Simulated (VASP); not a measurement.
Write the native input for VASP 6.6.1 that does the following.

```yaml
Task: single point
Functional: PBEsol
Potentials_or_basis: VASP PAW PBE potentials, release 64 (Mg, O)
Cutoff: 520 eV
k_mesh: 9 × 9 × 6
Occupations: gaussian, width 0.05 eV
Spin: no spin polarisation
Dipole_correction: no
Further_INCAR_settings: ALGO = Normal; EDIFF = 1e-06; NBANDS = 16
```

The structure of MgO lies in POSCAR:

```
MgO
1.0
    3.4365000000      0.0000000000      0.0000000000
   -1.7182500000      2.9760963001      0.0000000000
    0.0000000000      0.0000000000      3.9850000000
Mg O
2 2
Direct
    0.6666666667      0.3333333333      0.7500000000
    0.3333333333      0.6666666667      0.2500000000
    0.6666666667      0.3333333333      0.2500000000
    0.3333333333      0.6666666667      0.7500000000
```

The input as run:

INCAR

```
SYSTEM = MgO
ALGO = Normal ; EDIFF = 1E-6
ENCUT = 520 ; GGA = PS
ISIF = 2 ; ISMEAR = 0
LASPH = .TRUE. ; LCHARG = .FALSE.
LREAL = .FALSE. ; LWAVE = .FALSE.
NBANDS = 16 ; NELM = 80
PREC = Accurate ; SIGMA = 0.05
```

KPOINTS

```
k-points
0
G
  9 9 6
  0 0 0
```

Potentials or basis: VASP PAW PBE potentials, release 64 (Mg, O).

The run is started by

```console
$ cat potpaw_PBE.64/Mg/POTCAR potpaw_PBE.64/O/POTCAR > POTCAR
$ mpirun -np 1 vasp_std > vasp.out
```

It gave:

```
Pressure               : 13.6 GPa
Band gap on the k mesh : 3.72 eV, direct
```

Caveat: the PAW data sets were made with another functional, which shifts forces and pressure a little.

Wall time 25 s on 1 thread of AMD EPYC 7R43 64-Core Processor (Zen 3) (shared host), peak memory 0.14 GiB.
